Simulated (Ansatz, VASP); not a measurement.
One calculation of As, two programs

```
As
1.0
     3.38100    0.00000    0.00000
    -1.69050    2.92803    0.00000
     0.00000    0.00000   28.00000
As
2
Cartesian
  0.0000 1.9520 14.1490
  1.6905 0.9760 13.8510
```

Alike in both runs: task single point; functional PBE; k mesh 9 × 9 × 1; occupations gaussian, width 0.02 eV; no spin polarisation.

|  | VASP | Ansatz |
| --- | --- | --- |
| version | VASP 6.6.1 | Ansatz 0.2.0 |
| potentials or method | VASP PAW PBE potentials, release 64 (As), cutoff 520 eV | scalar-relativistic, plane waves, PAW |
| valence electrons in the cell | 10 | 30 |

|  | VASP | Ansatz | Ansatz less VASP |
| --- | --- | --- | --- |
| gap on the k mesh at the Fermi level (eV) | none | none | - |
| rms of the force components (eV/Å) | 2.824 | 2.790 | -0.0344 |
| work function, face that differs most (eV) | 3.12 | 3.15 | +0.025 |

Atom by atom the forces differ by 0.034 eV/Å (rms over components). A gap of «none» marks a metal or a gap that the smearing closes. The functional is the same, so the differences come from potentials, cutoffs and numerics. VASP's potentials hold 10 valence electrons a cell and Ansatz's 30, so a difference there can come from the potentials and not from the codes.
